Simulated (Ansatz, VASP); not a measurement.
**One calculation of CoSn, two programs**

Contents of INCAR:

```
ALGO = Fast
EDIFF = 1E-6
ENCUT = 520
GGA = PS
ISIF = 2
ISMEAR = 0
LASPH = T
LCHARG = F
LREAL = F
LWAVE = F
NBANDS = 44
NELM = 80
PREC = Accurate
SIGMA = 0.15
```

File KPOINTS:

```
k-points
0
Gamma
  12 12 12
```

Contents of POSCAR:

```
CoSn
1.0
    5.2197158240      0.0000000000      0.0000000000
   -2.6098579120      4.5204065041      0.0000000000
    0.0000000000      0.0000000000      4.1684718855
Co Sn
3 3
Direct
    0.0000000000      0.5000000000      0.0041421778
    0.5000000000      0.5000000000      0.0041421778
    0.5000000000      0.0000000000      0.0041421778
    0.6666666667      0.3333333333      0.5041123258
    0.3333333333      0.6666666667      0.5041123258
    0.0000000000      0.0000000000     -0.0143937639
```

Input for Ansatz:

```yaml
crystal:
  lattice:
    - [5.219715824, 0.0, 0.0]
    - [-2.609857912, 4.5204065041, 0.0]
    - [0.0, 0.0, 4.1684718855]
  atoms:
    - { symbol: Co, position: [0.0, 0.5, 0.0041421778] }
    - { symbol: Co, position: [0.5, 0.5, 0.0041421778] }
    - { symbol: Co, position: [0.5, 0.0, 0.0041421778] }
    - { symbol: Sn, position: [0.6666666667, 0.3333333333, 0.5041123258] }
    - { symbol: Sn, position: [0.3333333333, 0.6666666667, 0.5041123258] }
    - { symbol: Sn, position: [0.0, 0.0, -0.0143937639] }
basis:
  ecutwfc: 420
kpoints:
  mp_grid: { grid: [12, 12, 12] }
hamiltonian:
  xc: pbesol
scf:
  occupations: { method: gaussian, width: 0.15 }
output:
  forces: true
  stress: true
  eigenvalues: true
```

Change from the starting cell: mode 5 (107.6 1/cm) frozen in, largest displacement -0.060 Å.

Alike in both runs: task single point; functional PBEsol; k mesh 12 × 12 × 12; occupations gaussian, width 0.15 eV; no spin polarisation.

```csv
,VASP,Ansatz
version,VASP 6.6.1,Ansatz 0.2.0
potentials or method,"VASP PAW PBE potentials, release 64 (Co, Sn_d), cutoff 520 eV","scalar-relativistic, plane waves, PAW"
valence electrons in the cell,69,93
```

|  | VASP | Ansatz | Ansatz less VASP |
| --- | --- | --- | --- |
| gap on the k mesh at the Fermi level (eV) | none | none | - |
| pressure (GPa) | 0.0 | 0.0 | +0.04 |
| traceless stress, the component that is largest in VASP (GPa) | 0.10 | 0.16 | +0.058 |
| rms of the force components (eV/Å) | 0.079 | 0.079 | 0.0000 |

VASP's potentials were made for PBE, not for PBEsol. Atom by atom the forces differ by 0.000 eV/Å (rms over components). A gap of «none» marks a metal or a gap that the smearing closes. VASP's potentials hold 69 valence electrons a cell and Ansatz's 93, so a difference there can come from the potentials and not from the codes.
